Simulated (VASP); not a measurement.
# MnS (P6_3mc) in VASP: notebook, part 2 of 2

VASP 6.6.1. Earlier steps stand in the parts before.

### 5 Single point, PBE, collinear spin, ferromagnetic start

The input, INCAR:

```
SYSTEM = MnS
ALGO     = Normal         ! electronic algorithm
EDIFF    = 1E-6           ! SCF threshold, eV
ENCUT    = 520            ! plane-wave cutoff, eV
GGA      = PE             ! functional
ISIF     = 2              ! what is computed and relaxed
ISMEAR   = -1             ! smearing method
ISPIN    = 2              ! spin polarisation
LASPH    = .True.         ! aspherical terms in the spheres
LCHARG   = .False.        ! write CHGCAR
LMAXMIX  = 4              ! l up to which the mixer works
LORBIT   = 11             ! projections on sites
LREAL    = .False.        ! projectors in reciprocal space
LWAVE    = .False.        ! write WAVECAR
MAGMOM   = 0.45 0.45 0 0  ! initial moments
NBANDS   = 31             ! bands
NELM     = 150            ! most SCF steps
PREC     = Accurate       ! precision mode
SIGMA    = 0.03           ! smearing width, eV
```

The input, KPOINTS:

```
k-points
0
Gamma
  6 6 3
  0 0 0
```

The input, POSCAR:

```
MnS
1.0
    3.9760013000      0.0000000000      0.0000000000
   -1.9880006500      3.4433181300      0.0000000000
    0.0000000000      0.0000000000      6.4320000000
Mn S
2 2
Direct
    0.3333333300      0.6666666700      0.0000000000
    0.6666666700      0.3333333300      0.5000000000
    0.3333333300      0.6666666700      0.3850000000
    0.6666666700      0.3333333300      0.8850000000
```

Potentials or basis: VASP PAW PBE potentials, release 64 (Mn_pv, S).

Command:

```console
> cat potpaw_PBE.64/Mn_pv/POTCAR potpaw_PBE.64/S/POTCAR > POTCAR
> mpirun -np 1 vasp_std > vasp.out
```

OUTCAR:

```text
SYSTEM = MnS
   EDIFF = 1E-6
   ENCUT = 520
   GGA = PE
   ISIF = 2
   ISMEAR = -1
   ISPIN = 2
   LASPH = .True.
   LORBIT = 11
   LREAL = .False.
   NELM = 150
   PREC = Accurate

 ion  position               nearest neighbor table
   1  0.333  0.667  0.000-   4 2.41   4 2.41   4 2.41   3 2.48
   2  0.667  0.333  0.500-   3 2.41   3 2.41   3 2.41   4 2.48
   3  0.333  0.667  0.385-   2 2.41   2 2.41   2 2.41   1 2.48
   4  0.667  0.333  0.885-   1 2.41   1 2.41   1 2.41   2 2.48

  LATTYP: Found a hexagonal cell.
 ALAT       =     3.9760013000
 C/A-ratio  =     1.6177057085

  Lattice vectors:

 A1 = (   3.9760013000,   0.0000000000,   0.0000000000)
 A2 = (  -1.9880006500,   3.4433181300,   0.0000000000)
 A3 = (   0.0000000000,   0.0000000000,   6.4320000000)

Analysis of symmetry for initial positions (statically):
=====================================================================
 Subroutine PRICEL returns:
 Original cell was already a primitive cell.

 Routine SETGRP: Setting up the symmetry group for a
[... 1147 lines left out ...]
  Direction    XX          YY          ZZ          XY          YZ          ZX
  --------------------------------------------------------------------------------------
  -------------------------------------------------------------------------------------
  Total       -9.6865735     -9.6865735     -9.5329481      0.0000000      0.0000000      0.0000000
  in kB     -176.2426674   -176.2426672   -173.4475246      0.0000000      0.0000000      0.0000000
  external PRESSURE =    -175.3109531 kB  Pullay stress =       0.0000000 kB

 VOLUME and BASIS-vectors are now :
 -----------------------------------------------------------------------------
  energy-cutoff  :      520.00
  volume of cell :       88.06
      direct lattice vectors                 reciprocal lattice vectors
     3.976001300  0.000000000  0.000000000     0.251508972  0.145208773  0.000000000
    -1.988000650  3.443318130  0.000000000     0.000000000  0.290417546  0.000000000
     0.000000000  0.000000000  6.432000000     0.000000000  0.000000000  0.155472637

 POSITION                                       TOTAL-FORCE (eV/Angst)
 -----------------------------------------------------------------------------------
     -0.00000      2.29555      0.00000         0.000000     -0.000000      0.380101
      1.98800      1.14777      3.21600        -0.000000      0.000000      0.380101
     -0.00000      2.29555      2.47632         0.000000     -0.000000     -0.380101
      1.98800      1.14777      5.69232        -0.000000      0.000000     -0.380101
 -----------------------------------------------------------------------------------
    total drift:                               -0.000020      0.000011      0.000213

  FREE ENERGIE OF THE ION-ELECTRON SYSTEM (eV)
  ---------------------------------------------------
  free  energy   TOTEN  =       -24.8081711775 eV

  energy  without entropy=      -24.7781766789  energy(sigma->0) =      -24.79317393

 total charge

# of ion       s       p       d       tot
------------------------------------------
    1        0.240   6.155   5.083  11.478
    2        0.240   6.155   5.083  11.478
    3        1.320   2.313   0.000   3.633
    4        1.320   2.313   0.000   3.633
--------------------------------------------------
tot          3.119  16.937  10.166  30.222

 magnetization (x)

# of ion       s       p       d       tot
------------------------------------------
    1        0.002  -0.001  -0.013  -0.012
    2        0.002  -0.001  -0.013  -0.012
    3       -0.003   0.020   0.000   0.017
    4       -0.003   0.020   0.000   0.017
--------------------------------------------------
tot         -0.003   0.038  -0.025   0.010
```

stdout:

```text
POSCAR found type information on POSCAR MnS
 POSCAR found :  2 types and       4 ions
 scaLAPACK will be used
 LDA part: xc-table for (Slater+PW92), standard interpolation
 POSCAR, INCAR and KPOINTS ok, starting setup
 FFT: planning ... GRIDC
 FFT: planning ... GRID_SOFT
 FFT: planning ... GRID
 WAVECAR not read
 entering main loop
```

It took 2.7 min on 1 thread of Intel Xeon 6975P-C (Granite Rapids), shared host; peak memory 0.27 GiB.

Results:

```yaml
Free_energy: -24.8082 eV
Pressure: -17.5 GPa
Largest_force: 0.380 eV/Å
Net_moment: -0.05 μB per cell
Valence_electrons_inside_the_program's_atomic_spheres: Mn 11.48; S 3.63
```

Forces in eV/Å, atoms in the order of the input:
```
Mn   0.000  0.000  0.380
Mn   0.000  0.000  0.380
S    0.000  0.000 -0.380
S    0.000  0.000 -0.380
```

Stress tensor (GPa, compression positive):
```
-17.62   0.00   0.00
  0.00 -17.62   0.00
  0.00   0.00 -17.34
```

Levels at points of the mesh, in eV from the Fermi level:
Spin up:
```
           k point  band 16  band 17  band 18  band 19  band 20  band 21  band 22  band 23
(0.00, 0.00, 0.00)    -1.04    -0.50    -0.50    -0.14     1.26     1.26     1.62     1.97
(0.50, 0.00, 0.00)    -0.88    -0.87    -0.66    -0.34    -0.29     0.35     0.43     0.91
```
Spin down:
```
           k point  band 17  band 18  band 19  band 20  band 21  band 22
(0.00, 0.00, 0.00)    -0.34    -0.34    -0.32     1.13     1.13     1.49
(0.50, 0.00, 0.00)    -0.43    -0.38    -0.32    -0.06     0.20     0.21
```

Caveat: semilocal functionals often make such compounds metallic where correlation or magnetic order opens a gap, which also shifts bond lengths.

### 6 Single point, PBE, collinear spin, ferromagnetic start

The input, INCAR:

```
SYSTEM = MnS
PREC = Accurate
ENCUT = 520
EDIFF = 1E-6
ISMEAR = -1
SIGMA = 0.03
LREAL = .FALSE.
LASPH = .TRUE.
NELM = 150
ALGO = Normal
ISIF = 2
LWAVE = .FALSE.
LCHARG = .FALSE.
ISPIN = 2
MAGMOM = 1.8 1.8 0 0
LORBIT = 11
LMAXMIX = 4
GGA = PE
NBANDS = 31
```

The input, KPOINTS:

```
Automatic mesh
0
G
  6 6 3
  0 0 0
```

POSCAR is that of step 5.

Potentials or basis: VASP PAW PBE potentials, release 64 (Mn_pv, S).

Command:

```console
> cat potpaw_PBE.64/Mn_pv/POTCAR potpaw_PBE.64/S/POTCAR > POTCAR
> mpirun -np 1 vasp_std > vasp.out
```

Wall time 73 s (1 thread of Intel Xeon 6975P-C (Granite Rapids), shared host); peak memory 0.26 GiB.

The run converged. Its results:

| Property | Result |
| --- | --- |
| Free energy | -28.1801 eV |
| Pressure | 1.4 GPa |
| Largest force | 0.190 eV/Å |
| Net moment | 9.94 μB per cell |
| Site moments | Mn +4.36; S +0.10 μB |
| Valence electrons inside the program's atomic spheres | Mn 11.37; S 3.77 |

Forces on the atoms (eV/Å):
```
Mn   0.000  0.000  0.190
Mn   0.000  0.000  0.190
S    0.000  0.000 -0.190
S    0.000  0.000 -0.190
```

Stress tensor (GPa, compression positive):
```
2.01 0.00 0.00
0.00 2.01 0.00
0.00 0.00 0.14
```

Levels at points of the mesh, in eV from the Fermi level:
Spin up:
```tsv
k point	band 21	band 22	band 23	band 24	band 25	band 26	band 27	band 28
(0.00, 0.00, 0.00)	-0.73	-0.05	0.19	0.19	1.00	2.58	5.67	5.67
(0.50, 0.00, 0.00)	-2.49	-2.22	-1.24	-0.95	3.42	3.57	4.26	6.26
```
Spin down:
| k point | band 11 | band 12 | band 13 | band 14 | band 15 | band 16 | band 17 | band 18 |
| --- | --- | --- | --- | --- | --- | --- | --- | --- |
| (0.00, 0.00, 0.00) | -3.40 | -3.37 | -3.37 | -3.16 | 0.55 | 0.55 | 0.99 | 1.03 |
| (0.50, 0.00, 0.00) | -3.99 | -3.46 | -3.36 | -3.25 | 0.06 | 0.41 | 0.66 | 0.86 |

Caveat: semilocal functionals often make such compounds metallic where correlation or magnetic order opens a gap, which also shifts bond lengths; only a ferromagnetic start was run, and an antiferromagnetic order may lie lower in energy. With open d or f shells a metallic result of PBE can be an artefact of self-interaction; +U or a hybrid may open a gap.
